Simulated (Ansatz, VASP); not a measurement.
# Two plane-wave programs on Gd

```xyz
2
Lattice="3.7264 0.0000 0.0000 -1.8632 3.2271 0.0000 0.0000 0.0000 5.9180" Properties=species:S:1:pos:R:3 pbc="T T T"
Gd    0.0000    2.1514    1.4795
Gd    1.8632    1.0757    4.4385
```

Alike in both runs: task single point; functional BLYP; k mesh 13 × 13 × 7; occupations fermi-dirac, width 0.05 eV; collinear spin.

|  | VASP | Ansatz |
| --- | --- | --- |
| version | VASP 6.6.1 | Ansatz 0.2.0 |
| potentials or method | VASP PAW PBE potentials, release 64 (Gd), cutoff 520 eV | plane waves (420 eV) with PAW, scalar-relativistic |
| valence electrons in the cell | 36 | 36 |

```tsv
	VASP	Ansatz	Ansatz less VASP
pressure (GPa)	-1.1	-1.1	-0.04
net moment per atom (μB)	0.00	0.00	0.000
size of the moment on the site where the two differ most (μB)	6.88	7.19	+0.308
```

VASP's potentials were made for PBE, not for BLYP. Site moments also hang on the region over which each program counts them.

Spin-orbit coupling is off throughout.
